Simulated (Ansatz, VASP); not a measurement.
F: VASP beside Ansatz

The input INCAR:

```
SYSTEM = F
ALGO = Normal
EDIFF = 1E-6
ENCUT = 520
GGA = PS
ISIF = 2
ISMEAR = 0
LASPH = .TRUE.
LCHARG = .FALSE.
LREAL = .FALSE.
LWAVE = .FALSE.
NBANDS = 22
NELM = 80
PREC = Accurate
SIGMA = 0.05
```

KPOINTS

```
k-points
0
G
  4 4 2
  0 0 0
```

File POSCAR:

```
F
1.0
    3.0111171686     -1.7305922359     -0.2322433325
    3.0111171686      1.7305922359     -0.2322433325
   -2.2641300902      0.0000000000      6.9305478688
F
4
Direct
    0.0848459664      0.0848459664      0.0780195948
    0.9151540336      0.9151540336      0.9219804052
    0.5015719855      0.5015719855      0.5937195244
    0.4984280145      0.4984280145      0.4062804756
```

Input for Ansatz:

```yaml
crystal:
  lattice:
    - [3.0111171686, -1.7305922359, -0.2322433325]
    - [3.0111171686, 1.7305922359, -0.2322433325]
    - [-2.2641300902, 0.0, 6.9305478688]
  atoms:
    - { symbol: F, position: [0.0848459664, 0.0848459664, 0.0780195948] }
    - { symbol: F, position: [0.9151540336, 0.9151540336, 0.9219804052] }
    - { symbol: F, position: [0.5015719855, 0.5015719855, 0.5937195244] }
    - { symbol: F, position: [0.4984280145, 0.4984280145, 0.4062804756] }
basis:
  ecutwfc: 520.0
kpoints:
  mp_grid: { grid: [4, 4, 2] }
hamiltonian:
  xc: pbesol
scf:
  occupations: { method: gaussian, width: 0.05 }
output:
  forces: true
  stress: true
  eigenvalues: true
```

Alike in both runs: task single point; functional PBEsol; k mesh 4 × 4 × 2; occupations gaussian, width 0.05 eV; no spin polarisation.

```csv
,VASP,Ansatz
version,VASP 6.6.1,Ansatz 0.2.0
potentials or method,"VASP PAW PBE potentials, release 64 (F), cutoff 520 eV","scalar-relativistic, plane waves, PAW"
valence electrons in the cell,28,28
```

|  | VASP | Ansatz | Ansatz less VASP |
| --- | --- | --- | --- |
| gap on the k mesh at the Fermi level (eV) | 3.18 | 3.25 | +0.075 |
| least direct gap on the mesh (eV) | 3.24 | 3.31 | +0.075 |
| pressure (GPa) | 15.9 | 14.1 | -1.75 |
| traceless stress, the component that is largest in VASP (GPa) | 19.15 | 16.24 | -2.908 |
| rms of the force components (eV/Å) | 6.272 | 5.447 | -0.8258 |

VASP's potentials were made for PBE, not for PBEsol. Atom by atom the forces differ by 0.833 eV/Å (rms over components).

The k mesh is coarse, so the values compare programs but aren't converged. Noted on VASP's run: the standard files for N, O and F lose accuracy on very short bonds.
